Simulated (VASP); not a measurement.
**Gd: single point with r2SCAN**

Gd:

```
Gd
1.0
     2.03189    2.03189    2.03189
    -2.03189    2.03189    2.03189
    -2.03189   -2.03189    2.03189
Gd
1
Direct
  0.00000 0.00000 0.00000
```

This isn't the form of Gd at room conditions, which is hcp.

```
Program                : VASP 6.6.1
Task                   : single point
Functional             : r2SCAN
Potentials or basis    : VASP PAW PBE potentials, release 64 (Gd)
Cutoff                 : 520 eV
k mesh                 : 9 × 9 × 9
Occupations            : methfessel-paxton, width 0.05 eV
Spin                   : collinear spin, ferromagnetic start
Starting moments       : [7.0] μB
Dipole correction      : no
Further INCAR settings : ALGO = Normal; EDIFF = 1e-07; NBANDS = 19
```

* Pressure: -0.1 GPa
* Net moment: 7.92 μB per cell
* Site moments: Gd +7.08 μB
* Valence electrons inside the program's atomic spheres: Gd 15.19

Levels at points of the mesh, in eV from the Fermi level:
Spin up:
```csv
k point,band 9,band 10,band 11,band 12,band 13,band 14,band 15,band 16,band 17,band 18
"(0.00, 0.00, 0.00)",-5.68,-5.68,-5.66,-5.55,1.32,1.32,1.32,3.57,3.57,10.63
```
Spin down:
| k point | band 2 | band 3 | band 4 | band 5 | band 6 | band 7 | band 8 | band 9 |
| --- | --- | --- | --- | --- | --- | --- | --- | --- |
| (0.00, 0.00, 0.00) | -20.71 | -20.71 | -20.71 | -4.09 | 1.30 | 1.30 | 1.30 | 1.63 |

Wall time 7.5 min on 1 thread of AMD EPYC 7R43 64-Core Processor (Zen 3), on a shared host, peak memory 0.19 GiB.

Caveat: the PAW data sets were made with another functional, which shifts forces and pressure a little; spin-orbit coupling is left out, which moves the levels of the heavy elements; semilocal functionals describe open f shells poorly, which spoils levels, moments and volumes. The state reached can hang on the start; a lower one may exist.
